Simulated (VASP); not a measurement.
Here is a VASP 6.6.1 calculation.

File INCAR:

```
SYSTEM = Cu
ALGO = Normal
DIPOL = 0.5 0.5 0.501
EDIFF = 1E-6
ENCUT = 520
GGA = PE
IDIPOL = 3
ISIF = 2
ISMEAR = 0
IVDW = 12
LASPH = .True.
LCHARG = .False.
LDIPOL = .True.
LREAL = Auto
LWAVE = .False.
NBANDS = 102
NELM = 60
PREC = Accurate
SIGMA = 0.1
```

KPOINTS

```
k-points
0
Gamma
  4 4 1
  0 0 0
```

The input POSCAR:

```
Cu
1.0
    5.0393684366      0.0000000000      0.0000000000
    0.0000000000      5.0393684366      0.0000000000
    0.0000000000      0.0000000000     21.3450573916
Cu
16
Direct
    0.2500000000      0.2500000000      0.3747940262
    0.2500000000      0.7500000000      0.3747940262
    0.7500000000      0.2500000000      0.3747940262
    0.7500000000      0.7500000000      0.3747940262
    0.5000000000      0.5000000000      0.4582646754
    0.5000000000      0.0000000000      0.4582646754
    0.0000000000      0.5000000000      0.4582646754
    0.0000000000      0.0000000000      0.4582646754
    0.7500000000      0.7500000000      0.5435007389
    0.7500000000      0.2500000000      0.5435007389
    0.2500000000      0.7500000000      0.5435007389
    0.2500000000      0.2500000000      0.5435007389
    0.0000000000      0.0000000000      0.6263064368
    0.0000000000      0.5000000000      0.6263064368
    0.5000000000      0.0000000000      0.6263064368
    0.5000000000      0.5000000000      0.6263064368
```

Potentials or basis: VASP PAW PBE potentials, release 64 (Cu).

The run is started by

```bash
$ cat potpaw_PBE.64/Cu/POTCAR > POTCAR
$ mpirun -np 1 vasp_std > vasp.out
```

Problem. What does it give for the largest force?

Solution. 0.061 eV/Å.

Problem. What does it give for the dispersion energy per atom?

Solution. -0.419 eV.

Forces in eV/Å, atoms in the order of the input:
```
Cu   0.000  0.000  0.038
Cu   0.000  0.000  0.038
Cu   0.000  0.000  0.038
Cu   0.000  0.000  0.038
Cu   0.000  0.000 -0.061
Cu   0.000  0.000 -0.061
Cu   0.000  0.000 -0.061
Cu   0.000  0.000 -0.061
Cu   0.000  0.000  0.000
Cu   0.000  0.000  0.000
Cu   0.000  0.000  0.000
Cu   0.000  0.000  0.000
Cu   0.000  0.000  0.023
Cu   0.000  0.000  0.023
Cu   0.000  0.000  0.023
Cu   0.000  0.000  0.023
```
